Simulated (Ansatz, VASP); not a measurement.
**One calculation of Sc, two programs**

```
CELL_PARAMETERS angstrom
3.24145 0.00000 0.00000
-1.62073 2.80718 0.00000
0.00000 0.00000 5.16565
ATOMIC_POSITIONS crystal
Sc 0.66667 0.33333 0.75000
Sc 0.33333 0.66667 0.25000
```

Change from the starting cell: volume scaled by 0.94.

Alike in both runs: task single point; functional PBEsol; k mesh 9 × 9 × 5; occupations fermi-dirac, width 0.05 eV; no spin polarisation.

```csv
,VASP,Ansatz
version,VASP 6.6.1,Ansatz 0.2.0
potentials or method,"VASP PAW PBE potentials, release 64 (Sc_sv), cutoff 520 eV","all-electron LAPW, scalar-relativistic"
```

Ansatz gave:

- gap on the k mesh at the Fermi level (eV): none
- pressure (GPa): 0.5
- traceless stress, the component that is largest in VASP (GPa): -1.26

**Question.** Which values does VASP return?

**Answer.** gap on the k mesh at the Fermi level (eV): none; pressure (GPa): 0.5; traceless stress, the component that is largest in VASP (GPa): -1.25.

VASP's potentials were made for PBE, not for PBEsol. A gap of «none» marks a metal or a gap that the smearing closes. Ansatz ran all-electron here, and VASP with PAW potentials.
